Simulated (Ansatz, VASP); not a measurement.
Given: the input of a run of VASP 6.6.1 on HfB.

Contents of INCAR:

```
PREC = Accurate ; ENCUT = 520
EDIFF = 1E-7 ; ISMEAR = -1
SIGMA = 0.05 ; LREAL = False
LASPH = True ; NELM = 100
ALGO = Normal ; ISIF = 2
LWAVE = False ; LCHARG = False
GGA = PE ; NBANDS = 14
```

Contents of KPOINTS:

```
regular mesh
0
Gamma
  10 10 10
```

File POSCAR:

```
HfB
1.0
    0.0000000000      2.2628439111      2.2628439111
    2.2628439111      0.0000000000      2.2628439111
    2.2628439111      2.2628439111      0.0000000000
Hf B
1 1
Direct
    0.5000000000      0.5000000000      0.5000000000
    0.0000000000      0.0000000000      0.0000000000
```

Potentials or basis: VASP PAW PBE potentials, release 64 (Hf_pv, B).

Launch:

```console
$ cat potpaw_PBE.64/Hf_pv/POTCAR potpaw_PBE.64/B/POTCAR > POTCAR
$ mpirun -np 1 vasp_std > vasp.out
```

Problem. Translate it to Ansatz 0.2.0. Potentials there: all-electron LAPW, scalar-relativistic.

Solution. As run (the cutoff follows the program's own potentials):

input.yaml

```yaml
crystal:
  lattice:
    - [0.0, 2.2628439111, 2.2628439111]
    - [2.2628439111, 0.0, 2.2628439111]
    - [2.2628439111, 2.2628439111, 0.0]
  atoms:
    - { symbol: Hf, position: [0.5, 0.5, 0.5] }
    - { symbol: B, position: [0.0, 0.0, 0.0] }
kpoints:
  mp_grid: { grid: [10, 10, 10] }
scf:
  occupations: { method: fermi_dirac, width: 0.05 }
hamiltonian:
  xc: pbe
  pseudopotentials: { kind: all_electron, lapw: { basis_error: 0.0005 } }
output:
  forces: true
  stress: true
  eigenvalues: true
```

Potentials or basis: all-electron LAPW, scalar-relativistic.

Run with:

```bash
$ ansatz run input.yaml --threads 1 --pin off --max-ram 2560MiB --backend cpu --events-out ev --progress --plain --runs-dir out
```

Both were run:

|  | VASP | Ansatz | Ansatz less VASP |
| --- | --- | --- | --- |
| gap on the k mesh at the Fermi level (eV) | none | none | - |
| pressure (GPa) | 49.9 | 48.4 | -1.45 |

A gap of «none» marks a metal or a gap that the smearing closes. Both programs put the cell under a high pressure, so it lies far from rest at this level. Ansatz ran all-electron here, and VASP with PAW potentials.

Spin-orbit coupling is off throughout.
